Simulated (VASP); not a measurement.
Write the native input for VASP 6.6.1 that does the following.

* Task: single point
* Functional: PBE
* Potentials or basis: VASP PAW PBE potentials, release 64 (Ag, Br)
* Cutoff: 500 eV
* k mesh: 8 × 8 × 8
* Occupations: gaussian, width 0.025 eV
* Spin: no spin polarisation
* Dipole correction: no
* Further INCAR settings: ALGO = Normal; EDIFF = 1e-06; NBANDS = 16

The structure of AgBr lies in POSCAR:

```
AgBr
1.0
    0.0000000000      2.8701500000      2.8701500000
    2.8701500000      0.0000000000      2.8701500000
    2.8701500000      2.8701500000      0.0000000000
Ag Br
1 1
Direct
    0.0000000000      0.0000000000      0.0000000000
    0.5000000000      0.5000000000      0.5000000000
```

The input as run:

INCAR

```
SYSTEM = AgBr
  ALGO = Normal
  EDIFF = 1E-6
  ENCUT = 500
  GGA = PE
  GGA_COMPAT = .FALSE.
  ISIF = 2
  ISMEAR = 0
  LASPH = .TRUE.
  LCHARG = .FALSE.
  LREAL = .FALSE.
  LWAVE = .FALSE.
  NBANDS = 16
  NELM = 120
  PREC = Accurate
  SIGMA = 0.025
```

KPOINTS

```
k-points
0
G
  8 8 8
  0 0 0
```

Potentials or basis: VASP PAW PBE potentials, release 64 (Ag, Br).

The run is started by

```bash
$ cat potpaw_PBE.64/Ag/POTCAR potpaw_PBE.64/Br/POTCAR > POTCAR
$ mpirun -np 1 vasp_std > vasp.out
```

Results of the run:

```yaml
Pressure: 2.3 GPa
Band_gap_on_the_k_mesh: 0.67 eV, indirect (least direct gap 2.61 eV)
```

Wall time 31 s on 1 thread of Intel Xeon 8259CL, on a shared host, peak memory 0.18 GiB.
